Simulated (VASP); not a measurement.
Re:

```
Re
1.0
     4.59848    0.00000    0.00000
    -2.29924    3.98240    0.00000
     0.00000    0.00000    2.81907
Re
3
Direct
  0.00000 0.00000 0.00000
  0.33333 0.66667 0.50000
  0.66667 0.33333 0.50000
```

* Program: VASP 6.6.1
* Task: relaxation of cell and atoms
* Functional: PBE
* Potentials or basis: VASP PAW PBE potentials, release 64 (Re)
* Cutoff: 600 eV
* k mesh: 6 × 6 × 6
* Occupations: gaussian, width 0.1 eV
* Spin: no spin polarisation

At the start: pressure -33.9 GPa; volume 17.21 Å³/atom.

Question: Where does the relaxation end?

Answer: Over 10 steps the energy falls by 252.3 meV/atom and the volume is 15.16 Å³/atom (-11.9 %); space group P6/mmm (No. 191, to 0.05 Å).

The path:
```
step  energy change (eV)  largest force (eV/Å)  pressure (GPa)  volume (Å³)
   1              0.0000                0.0000          -33.87        51.63
   2             14.4170                0.0000          427.87        28.89
   3             -0.7204                0.0000           -8.63        46.65
   4             -0.7479                0.0000           -3.96        45.98
   5             -0.7554                0.0000            0.30        45.42
   6             -0.7551                0.0000           -0.63        45.54
   7             -0.7549                0.0000           -0.93        45.61
   8             -0.7566                0.0000           -0.78        45.58
   9             -0.7552                0.0000            2.11        45.21
  10             -0.7569                0.0000            0.02        45.47
```

Final structure:
```
Re
1.0
     4.38024    0.00000    0.00000
    -2.19012    3.79340    0.00000
     0.00000    0.00000    2.73670
Re
3
Cartesian
  0.0000 0.0000 0.0000
  0.0000 2.5289 1.3684
  2.1901 1.2645 1.3684
```

Caveat: the k points lie up to 0.38 Å⁻¹ apart in the final cell.
